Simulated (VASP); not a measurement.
# GaO in VASP: further runs

GaO is run at these levels: PBE; tasks: single point, relaxation of cell and atoms.

All numbers are computed with VASP 6.6.1; they aren't measurements. Logs are shortened: lines on timing, memory, paths and dates and some standing lists are left out, and cuts for length are marked.

### 1 The cell of the first run

The typed cell holds 2 atoms: a = 2.831 Å, b = 2.831 Å, c = 2.836 Å, α = 90.00°, β = 90.00°, γ = 90.00°.

### 2 Single point, PBE

INCAR

```
SYSTEM = GaO
PREC     = Accurate       ! precision mode
ENCUT    = 520            ! plane-wave cutoff, eV
EDIFF    = 1E-7           ! SCF threshold, eV
ISMEAR   = 0              ! smearing method
SIGMA    = 0.1            ! smearing width, eV
LREAL    = .FALSE.        ! projectors in reciprocal space
LASPH    = .TRUE.         ! aspherical terms in the spheres
NELM     = 100            ! most SCF steps
ALGO     = Normal         ! electronic algorithm
ISIF     = 2              ! what is computed and relaxed
LWAVE    = .FALSE.        ! write WAVECAR
LCHARG   = .FALSE.        ! write CHGCAR
GGA      = PE             ! functional
NBANDS   = 16             ! bands
```

KPOINTS

```
Automatic mesh
0
G
  6 6 6
  0 0 0
```

POSCAR

```
GaO
1.0
    2.8313057863      0.0000000000      0.0000000000
    0.0000000000      2.8313057863      0.0000000000
    0.0000000000      0.0000000000      2.8358739929
Ga O
1 1
Direct
    0.5000000000      0.5000000000      0.5000000000
    0.0000000000      0.0000000000      0.0000000000
```

Potentials or basis: VASP PAW PBE potentials, release 64 (Ga_d, O).

Launch:

```sh
$ cat potpaw_PBE.64/Ga_d/POTCAR potpaw_PBE.64/O/POTCAR > POTCAR
$ mpirun -np 1 vasp_std > vasp.out
```

OUTCAR:

```text
SYSTEM = GaO
   PREC = Accurate
   ENCUT = 520
   EDIFF = 1E-7
   ISMEAR = 0
   LREAL = .FALSE.
   LASPH = .TRUE.
   NELM = 100
   ISIF = 2
   GGA = PE

 ion  position               nearest neighbor table
   1  0.500  0.500  0.500-
   2  0.000  0.000  0.000-

  LATTYP: Found a simple tetragonal cell.
 ALAT       =     2.8313057863
 C/A-ratio  =     1.0016134628

  Lattice vectors:

 A1 = (   2.8313057863,   0.0000000000,   0.0000000000)
 A2 = (   0.0000000000,   2.8313057863,   0.0000000000)
 A3 = (   0.0000000000,   0.0000000000,   2.8358739929)

Analysis of symmetry for initial positions (statically):
=====================================================================
 Subroutine PRICEL returns:
 Original cell was already a primitive cell.

 Routine SETGRP: Setting up the symmetry group for a
 simple tetragonal supercell.

 Subroutine GETGRP returns: Found 16 space group operations
 (whereof 16 operations were pure point group operations)
 out of a pool of 16 trial point group operations.

The static configuration has the point symmetry D_4h.

Analysis of symmetry for dynamics (positions and initial velocities):
=====================================================================
 Subroutine PRICEL returns:
 Original cell was already a primitive cell.

 Routine SETGRP: Setting up the symmetry group for a
 simple tetragonal supercell.

 Subroutine GETGRP returns: Found 16 space group operations
 (whereof 16 operations were pure point group operations)
 out of a pool of 16 trial point group operations.

The dynamic configuration has the point symmetry D_4h.

 Subroutine INISYM returns: Found 16 space group operations
 (whereof 16 operations are pure point group operations),
 and found     1 'primitive' translations

----------------------------------------------------------------------------------------

                                     Primitive cell

  volume of cell :      22.7332

  direct lattice vectors                    reciprocal lattice vectors
     2.831305786  0.000000000  0.000000000     0.353193924  0.000000000  0.000000000
     0.000000000  2.831305786  0.000000000     0.000000000  0.353193924  0.000000000
     0.000000000  0.000000000  2.835873993     0.000000000  0.000000000  0.352624976

  length of vectors
     2.831305786  2.831305786  2.835873993     0.353193924  0.353193924  0.352624976

  position of ions in fractional coordinates (direct lattice)
     0.500000000  0.500000000  0.500000000
     0.000000000  0.000000000  0.000000000

  ion indices of the primitive-cell ions
   primitive index   ion index
                 1           1
                 2           2

----------------------------------------------------------------------------------------

 KPOINTS: Automatic mesh

Automatic generation of k-mesh.
 Grid dimensions read from file:
 generate k-points for:    6    6    6

 Generating k-lattice:

  Cartesian coordinates                     Fractional coordinates (reciprocal lattice)
     0.058865654  0.000000000  0.000000000     0.166666667  0.000000000  0.000000000
     0.000000000  0.058865654  0.000000000     0.000000000  0.166666667  0.000000000
     0.000000000  0.000000000  0.058770829     0.000000000  0.000000000  0.166666667

  Length of vectors
     0.058865654  0.058865654  0.058770829

  Shift w.r.t. Gamma in fractional coordinates (k-lattice)
     0.000000000  0.000000000  0.000000000

 Subroutine IBZKPT returns following result:
 ===========================================

 Found     40 irreducible k-points:

 Following reciprocal coordinates:
            Coordinates               Weight
  0.000000  0.000000  0.000000      1.000000
  0.166667  0.000000  0.000000      4.000000
  0.333333  0.000000  0.000000      4.000000
  0.500000  0.000000  0.000000      2.000000
  0.166667  0.166667  0.000000      4.000000
  0.333333  0.166667  0.000000      8.000000
[... 16 lines left out ...]
  0.333333  0.000000  0.333333      8.000000
  0.500000  0.000000  0.333333      4.000000
 [... further k-points ...]
   k-points           NKPTS =     40   k-points in BZ     NKDIM =     40   number of bands    NBANDS=     16
   number of dos      NEDOS =    301   number of ions     NIONS =      2
   total plane-waves  NPLWV =  13824
   dimension x,y,z NGX =    24 NGY =   24 NGZ =   24
   dimension x,y,z NGXF=    48 NGYF=   48 NGZF=   48
   ions per type =               1   1
   NGX,Y,Z   is equivalent  to a cutoff of  14.09, 14.09, 14.07 a.u.
   NGXF,Y,Z  is equivalent  to a cutoff of  28.18, 28.18, 28.14 a.u.
 SYSTEM =  GaO
   PREC   = accura    normal or accurate (medium, high low for compatibility)
   ISTART =      0    job   : 0-new  1-cont  2-samecut
   ICHARG =      2    charge: 1-file 2-atom 10-const
   ISPIN  =      1    spin polarized calculation?
   LNONCOLLINEAR =      F non collinear calculations
   LSORBIT =      F    spin-orbit coupling
   LASPH  =      T    aspherical Exc in radial PAW
[... 113 lines left out ...]
      6      -8.4658      2.00000
[... 8 lines left out ...]
     15      22.6608      0.00000
     16      25.6684      0.00000

 k-point     6 :       0.3333    0.1667    0.0000
  band No.  band energies     occupation
      1     -12.2864      2.00000
      2      -8.7703      2.00000
      3      -8.6153      2.00000
      4      -8.5344      2.00000
      5      -8.5163      2.00000
      6      -8.4621      2.00000
[... 8 lines left out ...]
     15      23.4640      0.00000
     16      26.6074      0.00000

 k-point     7 :       0.5000    0.1667    0.0000
  band No.  band energies     occupation
      1     -12.0416      2.00000
      2      -8.7607      2.00000
      3      -8.5647      2.00000
      4      -8.5592      2.00000
      5      -8.5195      2.00000
      6      -8.4581      2.00000
[... 8 lines left out ...]
     15      23.2223      0.00000
     16      26.6636      0.00000

 k-point     8 :       0.3333    0.3333    0.0000
  band No.  band energies     occupation
      1     -11.9981      2.00000
      2      -8.7231      2.00000
      3      -8.5238      2.00000
      4      -8.5126      2.00000
      5      -8.4890      2.00000
      6      -8.4387      2.00000
[... 8 lines left out ...]
     15      23.9725      0.00000
     16      25.3536      0.00000

 k-point     9 :       0.5000    0.3333    0.0000
  band No.  band energies     occupation
      1     -11.8482      2.00000
      2      -8.7064      2.00000
      3      -8.5457      2.00000
      4      -8.5104      2.00000
      5      -8.4211      2.00000
      6      -8.3766      2.00000
[... 8 lines left out ...]
     15      25.1166      0.00000
     16      25.4845      0.00000
[... 172 lines left out ...]
 k-point    19 :       0.5000    0.3333    0.1667
  band No.  band energies     occupation
      1     -11.7064      2.00000
      2      -8.6237      2.00000
      3      -8.6225      2.00000
      4      -8.5633      2.00000
      5      -8.4134      2.00000
      6      -8.3864      2.00000
[... 8 lines left out ...]
     15      22.8317      0.00000
     16      24.3243      0.00000

 k-point    20 :       0.5000    0.5000    0.1667
  band No.  band energies     occupation
      1     -11.5899      2.00000
      2      -8.6016      2.00000
      3      -8.5961      2.00000
      4      -8.5961      2.00000
      5      -8.3734      2.00000
      6      -8.3443      2.00000
[... 8 lines left out ...]
     15      23.1786      0.00000
     16      23.1786      0.00000

 k-point    21 :       0.0000    0.0000    0.3333
  band No.  band energies     occupation
      1     -12.4283      2.00000
      2      -8.8142      2.00000
      3      -8.6608      2.00000
      4      -8.5404      2.00000
      5      -8.5404      2.00000
      6      -8.4339      2.00000
[... 8 lines left out ...]
     15      23.8529      0.00000
     16      24.8733      0.00000

 k-point    22 :       0.1667    0.0000    0.3333
  band No.  band energies     occupation
      1     -12.2902      2.00000
      2      -8.7725      2.00000
      3      -8.6162      2.00000
      4      -8.5330      2.00000
      5      -8.5160      2.00000
      6      -8.4615      2.00000
[... 8 lines left out ...]
     15      23.4784      0.00000
     16      26.5710      0.00000

 k-point    23 :       0.3333    0.0000    0.3333
  band No.  band energies     occupation
      1     -12.0018      2.00000
      2      -8.7257      2.00000
      3      -8.5227      2.00000
      4      -8.5117      2.00000
      5      -8.4895      2.00000
      6      -8.4382      2.00000
[... 8 lines left out ...]
     15      23.9871      0.00000
     16      25.3974      0.00000

 k-point    24 :       0.5000    0.0000    0.3333
  band No.  band energies     occupation
      1     -11.8518      2.00000
      2      -8.7090      2.00000
      3      -8.5449      2.00000
      4      -8.5091      2.00000
      5      -8.4216      2.00000
      6      -8.3758      2.00000
[... 8 lines left out ...]
     15      25.1548      0.00000
     16      25.5091      0.00000

 [... further k-points ...]

------------------------ aborting loop because EDIFF is reached ----------------------------------------

  FORCE on cell =-STRESS in cart. coord.  units (eV):
  Direction    XX          YY          ZZ          XY          YZ          ZX
  --------------------------------------------------------------------------------------
  -------------------------------------------------------------------------------------
  Total        0.0581703      0.0581703      0.0314773      0.0000000     -0.0000000      0.0000000
  in kB        4.0996928      4.0996928      2.2184419      0.0000000     -0.0000000      0.0000000
  external PRESSURE =       3.4726092 kB  Pullay stress =       0.0000000 kB

 VOLUME and BASIS-vectors are now :
 -----------------------------------------------------------------------------
  energy-cutoff  :      520.00
  volume of cell :       22.73
      direct lattice vectors                 reciprocal lattice vectors
     2.831305786  0.000000000  0.000000000     0.353193924  0.000000000  0.000000000
     0.000000000  2.831305786  0.000000000     0.000000000  0.353193924  0.000000000
     0.000000000  0.000000000  2.835873993     0.000000000  0.000000000  0.352624976

 POSITION                                       TOTAL-FORCE (eV/Angst)
 -----------------------------------------------------------------------------------
      1.41565      1.41565      1.41794         0.000000      0.000000      0.000000
      0.00000      0.00000      0.00000         0.000000      0.000000      0.000000
 -----------------------------------------------------------------------------------
    total drift:                                0.000000      0.000000     -0.000000

  FREE ENERGIE OF THE ION-ELECTRON SYSTEM (eV)
  ---------------------------------------------------
  free  energy   TOTEN  =        -8.6389275938 eV

  energy  without entropy=       -8.6324668130  energy(sigma->0) =       -8.63569720
```

Run time: 6.4 s. Hardware: 1 thread of Intel Xeon 6975P-C (Granite Rapids), shared host; peak memory 0.14 GiB.

Results:

```
Free energy : -8.6389 eV
Pressure    : 0.3 GPa
```

Levels at points of the mesh, in eV from the Fermi level:
| k point | band 8 | band 9 | band 10 | band 11 | band 12 | band 13 |
| --- | --- | --- | --- | --- | --- | --- |
| (0.00, 0.00, 0.00) | -3.00 | -2.97 | -2.97 | 9.90 | 9.93 | 11.25 |
| (0.50, 0.00, 0.00) | -2.22 | -2.21 | 0.97 | 1.90 | 10.08 | 10.13 |
| (0.50, 0.50, 0.00) | -6.27 | -2.67 | -2.01 | 5.61 | 5.61 | 11.27 |
| (0.00, 0.00, 0.50) | -2.21 | -2.21 | 0.99 | 1.90 | 10.11 | 10.11 |
| (0.50, 0.00, 0.50) | -6.28 | -2.70 | -2.00 | 5.61 | 5.64 | 11.30 |
| (0.50, 0.50, 0.50) | -4.16 | -4.15 | 1.65 | 1.65 | 1.67 | 1.98 |

Caveat: the k points lie up to 0.37 Å⁻¹ apart; an odd number of electrons without spin polarisation forces a metal; a magnetic or distorted state may lie lower.

### 3 Single point, PBE, collinear spin, ferromagnetic start

INCAR

```
PREC     = Accurate       # precision mode
ENCUT    = 520            # plane-wave cutoff, eV
EDIFF    = 1E-6           # SCF threshold, eV
ISMEAR   = 0              # smearing method
SIGMA    = 0.1            # smearing width, eV
LREAL    = F              # projectors in reciprocal space
LASPH    = T              # aspherical terms in the spheres
NELM     = 150            # most SCF steps
ALGO     = Normal         # electronic algorithm
ISIF     = 2              # what is computed and relaxed
LWAVE    = F              # write WAVECAR
LCHARG   = F              # write CHGCAR
ISPIN    = 2              # spin polarisation
MAGMOM   = 0 1            # initial moments
LORBIT   = 11             # projections on sites
GGA      = PE             # functional
NBANDS   = 20             # bands
```

KPOINTS

```
regular mesh
0
Gamma
  6 6 6
```

POSCAR

```
GaO
1.0
    2.8328285218      0.0000000000      0.0000000000
    0.0000000000      2.8328285218      0.0000000000
    0.0000000000      0.0000000000      2.8328285218
Ga O
1 1
Direct
    0.5000000000      0.5000000000      0.5000000000
    0.0000000000      0.0000000000      0.0000000000
```

Potentials or basis: VASP PAW PBE potentials, release 64 (Ga_d, O).

Launch:

```sh
$ cat potpaw_PBE.64/Ga_d/POTCAR potpaw_PBE.64/O/POTCAR > POTCAR
$ mpirun -np 1 vasp_std > vasp.out
```

Run time: 9.7 s. Hardware: 1 thread of Intel Xeon 6975P-C (Granite Rapids), shared host; peak memory 0.15 GiB.

Results (log left out):

| Item | Value |
| --- | --- |
| Free energy | -8.6390 eV |
| Pressure | 0.4 GPa |
| Net moment | 0.00 μB per cell |
| Valence electrons inside the program's atomic spheres | Ga 11.40; O 4.86 |

Levels at points of the mesh, in eV from the Fermi level:
Spin up:
| k point | band 8 | band 9 | band 10 | band 11 | band 12 | band 13 |
| --- | --- | --- | --- | --- | --- | --- |
| (0.00, 0.00, 0.00) | -2.98 | -2.98 | -2.98 | 9.92 | 9.92 | 11.28 |
| (0.50, 0.00, 0.00) | -2.21 | -2.21 | 0.97 | 1.90 | 10.11 | 10.11 |
| (0.50, 0.50, 0.00) | -6.28 | -2.69 | -2.00 | 5.62 | 5.62 | 11.29 |
| (0.50, 0.50, 0.50) | -4.15 | -4.15 | 1.66 | 1.66 | 1.66 | 1.98 |
Spin down:
| k point | band 6 | band 7 | band 8 | band 9 | band 10 | band 11 | band 12 | band 13 | band 14 | band 15 |
| --- | --- | --- | --- | --- | --- | --- | --- | --- | --- | --- |
| (0.00, 0.00, 0.00) | -14.81 | -5.38 | -2.98 | -2.98 | -2.98 | 9.92 | 9.92 | 11.27 | 11.27 | 11.27 |
| (0.50, 0.00, 0.00) | -14.80 | -8.92 | -2.21 | -2.21 | 0.97 | 1.90 | 10.11 | 10.11 | 13.99 | 14.26 |
| (0.50, 0.50, 0.00) | -14.64 | -6.28 | -6.28 | -2.69 | -2.00 | 5.62 | 5.62 | 11.29 | 13.50 | 18.11 |
| (0.50, 0.50, 0.50) | -14.70 | -4.15 | -4.15 | -4.15 | 1.66 | 1.66 | 1.66 | 1.98 | 15.70 | 15.70 |

Caveat: the k points lie up to 0.37 Å⁻¹ apart.

### 4 Single point, PBE

INCAR

```
SYSTEM = GaO
  PREC = Accurate
  ENCUT = 520
  EDIFF = 1E-6
  ISMEAR = 0
  SIGMA = 0.1
  LREAL = .FALSE.
  LASPH = .TRUE.
  NELM = 80
  ALGO = Normal
  ISIF = 2
  LWAVE = .FALSE.
  LCHARG = .FALSE.
  GGA = PE
  NBANDS = 16
```

KPOINTS

```
Automatic mesh
0
G
  20 20 20
  0 0 0
```

POSCAR

```
GaO
1.0
    2.8336478160      0.0000000000      0.0000000000
    0.0000000000      2.8336478160      0.0000000000
    0.0000000000      0.0000000000      2.8336478160
Ga O
1 1
Direct
    0.5000000000      0.5000000000      0.5000000000
    0.0000000000      0.0000000000      0.0000000000
```

Launch:

```sh
$ cat potpaw_PBE.64/Ga_d/POTCAR potpaw_PBE.64/O/POTCAR > POTCAR
$ mpirun -np 1 vasp_std > vasp.out
```

Run time: 31 s. Hardware: 1 thread of Intel Xeon 6975P-C (Granite Rapids), shared host; peak memory 0.22 GiB.

It converged, with:

```
Free energy : -8.6396 eV
Pressure    : 0.3 GPa
```

Levels at points of the mesh, in eV from the Fermi level:
| k point | band 8 | band 9 | band 10 | band 11 | band 12 | band 13 |
| --- | --- | --- | --- | --- | --- | --- |
| (0.00, 0.00, 0.00) | -2.99 | -2.99 | -2.99 | 9.90 | 9.90 | 11.25 |
| (0.50, 0.00, 0.00) | -2.22 | -2.22 | 0.96 | 1.89 | 10.09 | 10.09 |
| (0.50, 0.50, 0.00) | -6.28 | -2.70 | -2.01 | 5.61 | 5.61 | 11.27 |
| (0.50, 0.50, 0.50) | -4.16 | -4.16 | 1.65 | 1.65 | 1.65 | 1.96 |

Caveat: an odd number of electrons without spin polarisation forces a metal; a magnetic or distorted state may lie lower.

### 5 Relaxation of cell and atoms, PBE

INCAR

```
SYSTEM = GaO
PREC = Accurate
ENCUT = 600
EDIFF = 1E-6
ISMEAR = 0
SIGMA = 0.1
LREAL = .False.
LASPH = .True.
NELM = 80
ALGO = Normal
ISIF = 3
LWAVE = .False.
LCHARG = .False.
GGA = PE
IBRION = 2
NSW = 100
EDIFFG = -0.01
```

KPOINTS

```
Automatic mesh
0
Gamma
  20 20 20
  0 0 0
```

POSCAR

```
GaO
1.0
    2.8328285218      0.0000000000      0.0000000000
    0.0000000000      2.8328285218      0.0000000000
    0.0000000000      0.0000000000      2.8328285218
Ga O
1 1
Direct
    0.5000000000      0.5000000000      0.5000000000
    0.0000000000      0.0000000000      0.0000000000
```

Launch:

```sh
$ cat potpaw_PBE.64/Ga_d/POTCAR potpaw_PBE.64/O/POTCAR > POTCAR
$ mpirun -np 1 vasp_std > vasp.out
```

Run time: 37 s. Hardware: 1 thread of Intel Xeon 6975P-C (Granite Rapids), shared host; peak memory 0.23 GiB.

The run converged. Its results:

```yaml
Free_energy: -8.6407 eV
Relaxed_volume: 11.39 Å³/atom
Relaxed_cell: a = 2.835 Å, b = 2.835 Å, c = 2.835 Å, α = 90.00°, β = 90.00°, γ = 90.00°
Space_group_after_relaxing_to_0.05_Å: Pm-3m (No. 221)
Energy_gained_by_relaxing: 0.0 meV/atom
Ionic_steps: 2
Pressure_after_relaxing: -0.1 GPa
```

Final structure:
```xyz
2
Lattice="2.8352 0.0000 0.0000 0.0000 2.8352 0.0000 0.0000 0.0000 2.8352" Properties=species:S:1:pos:R:3 pbc="T T T"
Ga    1.4176    1.4176    1.4176
O     0.0000    0.0000    0.0000
```

Levels at points of the mesh, in eV from the Fermi level:
| k point | band 7 | band 8 | band 9 | band 10 | band 11 | band 12 | band 13 |
| --- | --- | --- | --- | --- | --- | --- | --- |
| (0.00, 0.00, 0.00) | -5.40 | -2.98 | -2.98 | -2.98 | 9.90 | 9.90 | 11.24 |
| (0.50, 0.00, 0.00) | -8.91 | -2.21 | -2.21 | 0.96 | 1.88 | 10.08 | 10.08 |
| (0.50, 0.50, 0.00) | -6.27 | -6.27 | -2.70 | -2.00 | 5.60 | 5.60 | 11.26 |
| (0.50, 0.50, 0.50) | -4.15 | -4.15 | -4.15 | 1.65 | 1.65 | 1.65 | 1.95 |

Caveat: an odd number of electrons without spin polarisation forces a metal; a magnetic or distorted state may lie lower.

### 6 The runs side by side

```tsv
task	spin	cell	k mesh	cutoff (eV)	gap on the mesh (eV)	pressure (GPa)
single point	off	a = 2.831, b = 2.831, c = 2.836 Å, 2 atoms	6 × 6 × 6	520	none	0.3
single point	collinear, ferromagnetic start	a = 2.833 Å, 2 atoms	6 × 6 × 6	520	none	0.4
single point	off	a = 2.834 Å, 2 atoms	20 × 20 × 20	520	none	0.3
relaxation of cell and atoms	off	relaxed from a = 2.833 Å, 2 atoms	20 × 20 × 20	600	none	-0.1
```

Alike in all rows: level PBE; potentials or basis VASP PAW PBE potentials, release 64 (Ga_d, O); smearing gaussian 0.1 eV.

Caveats: some runs use coarse meshes; an odd number of electrons without spin polarisation forces a metal (some runs); a magnetic or distorted state may lie lower (some runs).

Absolute energies hang on the potentials; compare differences alone.
